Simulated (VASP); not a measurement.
# Ta2Ru (I4/mmm) in VASP: notebook

Runs on Ta2Ru. Level: PBE. Tasks: single point.

Program: VASP 6.6.1. These are calculated values, not measurements. Logs are shortened: lines on timing, memory, paths and dates and some standing lists are left out, and cuts for length are marked.

### Step 1. The cell of the first run

It takes space group I4/mmm (No. 139, tetragonal). The conventional cell has a = 3.150 Å, b = 3.150 Å, c = 9.450 Å, α = 90.00°, β = 90.00°, γ = 90.00°. Ta (site symmetry 4mm) has 9 Ta at 2.73 to 3.15 Å and 5 Ru at 2.73 to 3.15 Å within 3.6 Å. Within 3.6 Å of Ru (site symmetry 4/mmm) lie 10 Ta at 2.73 to 3.15 Å and 4 Ru at 3.15 Å.

### Step 2. Single point, PBE

Input file INCAR:

```
ALGO = Normal
EDIFF = 1E-6
ENCUT = 520
GGA = PE
ISIF = 2
ISMEAR = 0
LASPH = T
LCHARG = F
LREAL = F
LWAVE = F
NBANDS = 25
NELM = 80
PREC = Accurate
SIGMA = 0.1
```

Input file KPOINTS:

```
k-points
0
Gamma
  8 8 8
```

Input file POSCAR:

```
Ta2Ru
1.0
   -1.5750472300      1.5750472300      4.7251416800
    1.5750472300     -1.5750472300      4.7251416800
    1.5750472300      1.5750472300     -4.7251416800
Ta Ru
2 1
Direct
    0.6666666700      0.6666666700      0.0000000000
    0.3333333300      0.3333333300      0.0000000000
    0.0000000000      0.0000000000      0.0000000000
```

Potentials or basis: VASP PAW PBE potentials, release 64 (Ta_pv, Ru_pv).

Started as:

```
cat potpaw_PBE.64/Ta_pv/POTCAR potpaw_PBE.64/Ru_pv/POTCAR > POTCAR
mpirun -np 1 vasp_std > vasp.out
```

OUTCAR:

```text
EDIFF = 1E-6
   ENCUT = 520
   GGA = PE
   ISIF = 2
   ISMEAR = 0
   LASPH = T
   LREAL = F
   NELM = 80
   PREC = Accurate

 ion  position               nearest neighbor table
   1  0.667  0.667  0.000-   2 2.73   2 2.73   2 2.73   2 2.73   3 2.73   3 2.73   3 2.73   3 2.73
                             3 3.15   2 3.15
   2  0.333  0.333  0.000-   1 2.73   1 2.73   1 2.73   1 2.73   3 2.73   3 2.73   3 2.73   3 2.73
                             3 3.15   1 3.15
   3  0.000  0.000  0.000-   1 2.73   1 2.73   1 2.73   2 2.73   1 2.73   2 2.73   2 2.73   2 2.73
                             1 3.15   2 3.15

  LATTYP: Found a body centered tetragonal cell.
 ALAT       =     3.1500944600
 C/A-ratio  =     2.9999999937

  Lattice vectors:

 A1 = (  -1.5750472300,   1.5750472300,   4.7251416800)
 A2 = (   1.5750472300,  -1.5750472300,   4.7251416800)
 A3 = (   1.5750472300,   1.5750472300,  -4.7251416800)

Analysis of symmetry for initial positions (statically):
=====================================================================
 Subroutine PRICEL returns:
 Original cell was already a primitive cell.

 Routine SETGRP: Setting up the symmetry group for a
 body centered tetragonal supercell.

 Subroutine GETGRP returns: Found 16 space group operations
 (whereof 16 operations were pure point group operations)
 out of a pool of 16 trial point group operations.

The static configuration has the point symmetry D_4h.

Analysis of symmetry for dynamics (positions and initial velocities):
=====================================================================
 Subroutine PRICEL returns:
 Original cell was already a primitive cell.

 Routine SETGRP: Setting up the symmetry group for a
 body centered tetragonal supercell.

 Subroutine GETGRP returns: Found 16 space group operations
 (whereof 16 operations were pure point group operations)
 out of a pool of 16 trial point group operations.

The dynamic configuration has the point symmetry D_4h.

 Subroutine INISYM returns: Found 16 space group operations
 (whereof 16 operations are pure point group operations),
 and found     1 'primitive' translations

----------------------------------------------------------------------------------------

                                     Primitive cell

  volume of cell :      46.8880

  direct lattice vectors                    reciprocal lattice vectors
    -1.575047230  1.575047230  4.725141680     0.000000000  0.317450798  0.105816933
     1.575047230 -1.575047230  4.725141680     0.317450798  0.000000000  0.105816933
     1.575047230  1.575047230 -4.725141680     0.317450798  0.317450798  0.000000000

  length of vectors
     5.223840680  5.223840680  5.223840680     0.334622522  0.334622522  0.448943224

  position of ions in fractional coordinates (direct lattice)
     0.666666670  0.666666670  0.000000000
     0.333333330  0.333333330  0.000000000
     0.000000000  0.000000000  0.000000000

  ion indices of the primitive-cell ions
   primitive index   ion index
                 1           1
                 2           2
                 3           3

----------------------------------------------------------------------------------------

 KPOINTS: k-points

Automatic generation of k-mesh.
 Grid dimensions read from file:
 generate k-points for:    8    8    8

 Generating k-lattice:

  Cartesian coordinates                     Fractional coordinates (reciprocal lattice)
     0.000000000  0.039681350  0.013227117     0.125000000  0.000000000  0.000000000
     0.039681350  0.000000000  0.013227117     0.000000000  0.125000000  0.000000000
     0.039681350  0.039681350  0.000000000     0.000000000  0.000000000  0.125000000

  Length of vectors
     0.041827815  0.041827815  0.056117903

  Shift w.r.t. Gamma in fractional coordinates (k-lattice)
     0.000000000  0.000000000  0.000000000

 Subroutine IBZKPT returns following result:
 ===========================================

 Found     59 irreducible k-points:

 Following reciprocal coordinates:
            Coordinates               Weight
  0.000000  0.000000  0.000000      1.000000
  0.125000 -0.000000  0.000000      8.000000
  0.250000 -0.000000  0.000000      8.000000
  0.375000 -0.000000  0.000000      8.000000
  0.500000 -0.000000  0.000000      4.000000
  0.125000  0.125000  0.000000      8.000000
[... 16 lines left out ...]
  0.250000  0.125000  0.125000     16.000000
  0.375000  0.125000  0.125000      8.000000
 [... further k-points ...]
   k-points           NKPTS =     59   k-points in BZ     NKDIM =     59   number of bands    NBANDS=     25
   number of dos      NEDOS =    301   number of ions     NIONS =      3
   total plane-waves  NPLWV =  64000
   dimension x,y,z NGX =    40 NGY =   40 NGZ =   40
   dimension x,y,z NGXF=    80 NGYF=   80 NGZF=   80
   ions per type =               2   1
   NGX,Y,Z   is equivalent  to a cutoff of  12.73, 12.73, 12.73 a.u.
   NGXF,Y,Z  is equivalent  to a cutoff of  25.46, 25.46, 25.46 a.u.
 SYSTEM =  unknown system
   PREC   = accura    normal or accurate (medium, high low for compatibility)
   ISTART =      0    job   : 0-new  1-cont  2-samecut
   ICHARG =      2    charge: 1-file 2-atom 10-const
   ISPIN  =      1    spin polarized calculation?
   LNONCOLLINEAR =      F non collinear calculations
   LSORBIT =      F    spin-orbit coupling
   LASPH  =      T    aspherical Exc in radial PAW
   ENCUT  =  520.0 eV  38.22 Ry    6.18 a.u.   9.71  9.71  9.71*2*pi/ulx,y,z
   NELM   =     80;   NELMIN=  2; NELMDL= -5     # of ELM steps
   EDIFF  = 0.1E-05   stopping-criterion for ELM
   LREAL  =      F    real-space projection
   EDIFFG = 0.1E-04   stopping-criterion for IOM
   NSW    =      0    number of steps for IOM
   IBRION =     -1    ionic relax: 0-MD 1-quasi-New 2-CG
   NFREE  =      0    steps in history (QN), initial steepest desc. (CG)
   ISIF   =      2    stress and relaxation
   ISYM   =      2    0-nonsym 1-usesym 2-fastsym
   POTIM  = 0.5000    time-step for ionic-motion
   TEBEG  =    0.0;   TEEND  =   0.0 temperature during run
   PSTRESS=    0.0 pullay stress
   NELECT =      36.0000    total number of electrons
   NUPDOWN=      -1.0000    fix difference up-down
   EMIN   =  10.00;   EMAX   =-10.00  energy-range for DOS
   EFERMI =   0.00;   METHOD = LEGACY
   ISMEAR =     0;   SIGMA  =   0.10  broadening in eV -4-tet -1-fermi 0-gaus
   EFERMI_NEDOS =   21; number of points for ismear=-14 and -15
   IALGO  =     38    algorithm
   IMIX   =      4    mixing-type and parameters
     AMIX     =   0.40;   BMIX     =  1.00
     AMIX_MAG =   1.60;   BMIX_MAG =  1.00
  volume/ion in A,a.u.               =      15.63       105.47
  Fermi-wavevector in a.u.,A,eV,Ry     =   1.499069  2.832830 30.575126  2.247208
  Thomas-Fermi vector in A             =   2.610747
   LORBIT       =      0    0 simple, 1 ext, 2 COOP (PROOUT), +10 PAW based schemes
   GGA     = PE    functional components
   LHFCALC =     F    Hartree Fock is set to
   AEXX    =    0.0000 exact exchange contribution
   IVDW    =     0    specifies the selected vdW correction
   LEPSILON=     F    determine dielectric tensor
   LRPA    =     F    only Hartree local field effects (RPA)
 non-spin polarized calculation
 Gauss-broadening in eV      SIGMA  =   0.10
  energy-cutoff  :      520.00
  volume of cell :       46.89
 maximum number of plane-waves:      1288
   NGX = 19   NGY = 19   NGZ = 19

 number of electron      36.0000000 magnetization

 Free energy of the ion-electron system (eV)
  ---------------------------------------------------
  ext. energy  EPLUGINS =         0.00000000
  ---------------------------------------------------
  free energy    TOTEN  =       -33.50579502 eV

  energy without entropy =      -33.49280559  energy(sigma->0) =      -33.49930030

 E-fermi :   8.9140     XC(G=0): -13.3438

 val. band max:        8.8983348836   @ k =  -0.1250   0.1250   0.1250
 cond. band min:       8.9270373798   @ k =   0.3750   0.3750   0.0000
 fundamental gap:      0.0287024962
 Fermi energy:         8.9139689612

 k-point     1 :       0.0000    0.0000    0.0000
  band No.  band energies     occupation
      1     -34.3786      2.00000
      2     -34.3227      2.00000
      3     -34.3227      2.00000
      4     -26.0806      2.00000
      5     -25.7531      2.00000
      6     -25.7531      2.00000
[... 17 lines left out ...]
     24      11.0355      0.00000
     25      13.5508      0.00000

 k-point     2 :       0.1250   -0.0000    0.0000
  band No.  band energies     occupation
      1     -34.3778      2.00000
      2     -34.3406      2.00000
      3     -34.3205      2.00000
      4     -26.0751      2.00000
      5     -25.8264      2.00000
      6     -25.7255      2.00000
[... 17 lines left out ...]
     24      12.6002      0.00000
     25      13.9175      0.00000

 k-point     3 :       0.2500   -0.0000    0.0000
  band No.  band energies     occupation
      1     -34.3834      2.00000
      2     -34.3757      2.00000
      3     -34.3150      2.00000
      4     -26.0861      2.00000
      5     -25.9744      2.00000
      6     -25.6495      2.00000
[... 17 lines left out ...]
     24      13.8905      0.00000
     25      14.1359      0.00000

 k-point     4 :       0.3750   -0.0000    0.0000
  band No.  band energies     occupation
      1     -34.4255      2.00000
      2     -34.3735      2.00000
      3     -34.3096      2.00000
      4     -26.1386      2.00000
      5     -26.0997      2.00000
      6     -25.5420      2.00000
[... 17 lines left out ...]
     24      13.8264      0.00000
     25      14.0940      0.00000
[... 477 lines left out ...]
 k-point    22 :       0.1250    0.1250    0.1250
  band No.  band energies     occupation
      1     -34.3776      2.00000
      2     -34.3759      2.00000
      3     -34.3688      2.00000
      4     -26.1061      2.00000
      5     -25.9767      2.00000
      6     -25.7927      2.00000
[... 17 lines left out ...]
     24      12.6788      0.00000
     25      12.9479      0.00000

 k-point    23 :       0.2500    0.1250    0.1250
  band No.  band energies     occupation
      1     -34.4200      2.00000
      2     -34.3723      2.00000
      3     -34.3637      2.00000
      4     -26.1366      2.00000
      5     -26.0798      2.00000
      6     -25.7249      2.00000
[... 17 lines left out ...]
     24      13.1847      0.00000
     25      13.4287      0.00000

 k-point    24 :       0.3750    0.1250    0.1250
  band No.  band energies     occupation
      1     -34.4379      2.00000
      2     -34.3705      2.00000
      3     -34.3617      2.00000
      4     -26.1554      2.00000
      5     -26.1281      2.00000
      6     -25.6421      2.00000
[... 17 lines left out ...]
     24      13.3720      0.00000
     25      14.6900      0.00000

 [... further k-points ...]

------------------------ aborting loop because EDIFF is reached ----------------------------------------

  FORCE on cell =-STRESS in cart. coord.  units (eV):
  Direction    XX          YY          ZZ          XY          YZ          ZX
  --------------------------------------------------------------------------------------
  -------------------------------------------------------------------------------------
  Total        5.3674634      5.3674634      5.7455340      0.0000000      0.0000000      0.0000000
  in kB      183.4077505    183.4077505    196.3265295      0.0000000      0.0000000      0.0000000
  external PRESSURE =     187.7140102 kB  Pullay stress =       0.0000000 kB

 VOLUME and BASIS-vectors are now :
 -----------------------------------------------------------------------------
  energy-cutoff  :      520.00
  volume of cell :       46.89
      direct lattice vectors                 reciprocal lattice vectors
    -1.575047230  1.575047230  4.725141680     0.000000000  0.317450798  0.105816933
     1.575047230 -1.575047230  4.725141680     0.317450798  0.000000000  0.105816933
     1.575047230  1.575047230 -4.725141680     0.317450798  0.317450798  0.000000000

 POSITION                                       TOTAL-FORCE (eV/Angst)
 -----------------------------------------------------------------------------------
      0.00000      0.00000      6.30019         0.000000      0.000000     -1.071605
      0.00000      0.00000      3.15009        -0.000000     -0.000000      1.071605
      0.00000      0.00000      0.00000         0.000000      0.000000      0.000000
 -----------------------------------------------------------------------------------
    total drift:                                0.000000     -0.000000      0.000000

  FREE ENERGIE OF THE ION-ELECTRON SYSTEM (eV)
  ---------------------------------------------------
  free  energy   TOTEN  =       -33.5057950220 eV

  energy  without entropy=      -33.4928055855  energy(sigma->0) =      -33.49930030
```

Run time: 44 s. Hardware: 1 thread of Intel Xeon 6975P-C (Granite Rapids), shared host; peak memory 0.27 GiB.

What came out:

| Property | Result |
| --- | --- |
| Free energy | -33.5058 eV |
| Pressure | 18.8 GPa |
| Largest force | 1.072 eV/Å |
| Band gap on the k mesh | zero (bands 18 and 19 overlap by 1.76 eV) |

Forces in eV/Å, atoms in the order of the input:
```
Ta   0.000  0.000 -1.072
Ta   0.000  0.000  1.072
Ru   0.000  0.000  0.000
```

Caveat: the cell stands under pressure; spin-orbit coupling is left out, which moves the levels of the heavy elements; forces of over 1 eV/Å act on the atoms, so gaps and moduli don't describe the material at rest.

### Step 3. Single point, PBE

This run uses another cell than the first one, of 16.74 Å³/atom.

Input file INCAR:

```
SYSTEM = Ta2Ru
PREC = Accurate
ENCUT = 520
EDIFF = 1E-6
ISMEAR = 0
SIGMA = 0.1
LREAL = .FALSE.
LASPH = .TRUE.
NELM = 100
ALGO = Normal
ISIF = 2
LWAVE = .FALSE.
LCHARG = .TRUE.
GGA = PE
LELF = .TRUE.
LVHAR = .TRUE.
NBANDS = 25
```

Input file KPOINTS:

```
Automatic mesh
0
G
  8 8 8
  0 0 0
```

Input file POSCAR:

```
Ta2Ru
1.0
   -1.6028452275      1.6028452275      4.8869731230
    1.6028452275     -1.6028452275      4.8869731230
    1.6028452275      1.6028452275     -4.8869731230
Ta Ru
2 1
Direct
    0.6625363915      0.6625363915      0.0000000000
    0.3374636085      0.3374636085      0.0000000000
    0.0000000000      0.0000000000      0.0000000000
```

Potentials or basis: VASP PAW PBE potentials, release 64 (Ta_pv, Ru_pv).

Started as:

```
cat potpaw_PBE.64/Ta_pv/POTCAR potpaw_PBE.64/Ru_pv/POTCAR > POTCAR
mpirun -np 1 vasp_std > vasp.out
```

Run time: 46 s. Hardware: 1 thread of Intel Xeon 6975P-C (Granite Rapids), shared host; peak memory 0.27 GiB.

The run converged. Its results:

| Property | Result |
| --- | --- |
| Free energy | -33.7338 eV |
| Pressure | 0.1 GPa |
| Band gap on the k mesh | zero (bands 18 and 19 overlap by 1.43 eV) |

Forces on the atoms (eV/Å):
```
Ta   0.000  0.000 -0.003
Ta   0.000  0.000  0.003
Ru   0.000  0.000  0.000
```

Levels at points of the mesh, in eV from the Fermi level:
```
           k point  band 16  band 17  band 18  band 19  band 20  band 21
(0.00, 0.00, 0.00)    -2.18    -2.01     0.85     0.85     1.46     1.71
(0.50, 0.00, 0.00)    -1.95    -0.80    -0.74     0.42     0.60     1.04
(0.50, 0.50, 0.00)    -1.68    -1.49    -0.34     0.06     0.81     2.50
(0.50, 0.50, 0.50)    -1.81    -1.36    -0.34    -0.34    -0.08     1.16
```

Caveat: spin-orbit coupling is left out, which moves the levels of the heavy elements.
